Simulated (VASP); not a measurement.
# Ta: single point with LDA

Crystal: Ta.

```
Ta
1.0
     2.93854    0.00000    0.00000
    -1.46927    2.54485    0.00000
     0.00000    0.00000    5.23426
Ta
2
Cartesian
  1.4693 0.8483 3.9257
  0.0000 1.6966 1.3086
```

| Quantity | Value |
| --- | --- |
| Program | VASP 6.6.1 |
| Task | single point |
| Functional | LDA |
| Potentials or basis | VASP PAW LDA potentials, release 64 (Ta_pv) |
| Cutoff | 520 eV |
| k mesh | 11 × 11 × 6 |
| Occupations | methfessel-paxton, width 0.1 eV |
| Spin | no spin polarisation |
| Dipole correction | no |
| Further INCAR settings | ALGO = Normal; EDIFF = 1e-06; NBANDS = 18 |

- Pressure: -17.4 GPa
- Band gap on the k mesh: zero (band 11 reaches 6.48 eV, above the bottom of band 12 at 4.43 eV)

Stress tensor (GPa, compression positive):
```
-18.31   0.00   0.00
  0.00 -18.31   0.00
  0.00   0.00 -15.53
```

Levels at points of the mesh, in eV from the Fermi level:
```tsv
k point	band 7	band 8	band 9	band 10	band 11	band 12	band 13	band 14	band 15	band 16
(0.00, 0.00, 0.00)	-7.93	-4.73	-0.55	-0.08	0.55	0.55	1.08	1.08	2.76	2.76
(0.00, 0.00, 0.50)	-6.18	-6.18	-1.12	-1.12	0.60	0.60	0.60	0.60	4.10	4.10
```

Run time: 14 s on 1 thread of Intel(R) Xeon(R) Platinum 8488C (Sapphire Rapids), with other jobs on the host, peak memory 0.16 GiB.

Caveat: spin-orbit coupling is left out, which moves the levels of the heavy elements.
